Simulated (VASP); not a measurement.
Wanted: the native input for a VASP 6.6.1 run.

* Task: single point
* Functional: PBEsol
* Potentials or basis: VASP PAW PBE potentials, release 64 (W_sv)
* Cutoff: 520 eV
* k mesh: 18 × 18 × 18
* Occupations: gaussian, width 0.1 eV
* Spin: no spin polarisation
* Dipole correction: no
* Further INCAR settings: ALGO = Normal; EDIFF = 1e-06; NBANDS = 13

The structure of W lies in POSCAR:

```
W
1.0
   -1.5753051790      1.5753051790      1.5753051790
    1.5753051790     -1.5753051790      1.5753051790
    1.5753051790      1.5753051790     -1.5753051790
W
1
Direct
    0.0000000000      0.0000000000      0.0000000000
```

This cell differs from its parent crystal: functional PBEsol, strained.

One way to write it, as run:

INCAR

```
SYSTEM = W
PREC = Accurate ; ENCUT = 520
EDIFF = 1E-6 ; ISMEAR = 0
SIGMA = 0.1 ; LREAL = .False.
LASPH = .True. ; NELM = 100
ALGO = Normal ; ISIF = 2
LWAVE = .False. ; LCHARG = .False.
GGA = PS ; NBANDS = 13
```

KPOINTS

```
regular mesh
0
Gamma
  18 18 18
  0 0 0
```

Potentials or basis: VASP PAW PBE potentials, release 64 (W_sv).

Command:

```console
$ cat potpaw_PBE.64/W_sv/POTCAR > POTCAR
$ mpirun -np 1 vasp_std > vasp.out
```

It gave:

```json
{"Pressure": "1.8 GPa", "Band gap on the k mesh": "zero (band 7 reaches 16.75 eV, above the bottom of band 8 at 10.22 eV)"}
```

Caveat: the cell differs from its parent crystal (functional PBEsol, strained); the PAW data sets were made with another functional, which shifts forces and pressure a little; spin-orbit coupling is left out, which moves the levels of the heavy elements.

It took 34 s on 1 thread of Intel Xeon 8259CL, with other jobs on the host, peak memory 0.15 GiB.
